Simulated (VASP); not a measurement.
Write the native input for VASP 6.6.1 that does the following.

```yaml
Task: single point
Functional: LDA
Potentials_or_basis: VASP PAW LDA potentials, release 64 (Ga_d, N)
Cutoff: 520 eV
k_mesh: 10 × 10 × 10
Occupations: gaussian, width 0.02 eV
Spin: no spin polarisation
Dipole_correction: no
Further_INCAR_settings: ALGO = Normal; EDIFF = 1e-06; NBANDS = 16
```

The structure of GaN lies in POSCAR:

```
GaN
1.0
    0.0000000000      2.2277008358      2.2277008358
    2.2277008358      0.0000000000      2.2277008358
    2.2277008358      2.2277008358      0.0000000000
Ga N
1 1
Direct
    0.0000000000      0.0000000000      0.0000000000
    0.2500000000      0.2500000000      0.2500000000
```

One way to write it, as run:

INCAR

```
SYSTEM = GaN
ALGO = Normal
EDIFF = 1E-6
ENCUT = 520
ISIF = 2
ISMEAR = 0
LASPH = .True.
LCHARG = .False.
LREAL = .False.
LWAVE = .False.
NBANDS = 16
NELM = 80
PREC = Accurate
SIGMA = 0.02
```

KPOINTS

```
k-points
0
Gamma
  10 10 10
  0 0 0
```

Potentials or basis: VASP PAW LDA potentials, release 64 (Ga_d, N).

Launch:

```console
$ cat potpaw_LDA.64/Ga_d/POTCAR potpaw_LDA.64/N/POTCAR > POTCAR
$ mpirun -np 1 vasp_std > vasp.out
```

Results of the run:

| Property | Result |
| --- | --- |
| Pressure | 1.1 GPa |
| Band gap on the k mesh | 1.97 eV, direct |

It took 12 s on 1 thread of Intel(R) Xeon(R) Platinum 8259CL CPU @ 2.50GHz (Skylake/Cascade Lake) (shared host), peak memory 0.13 GiB.
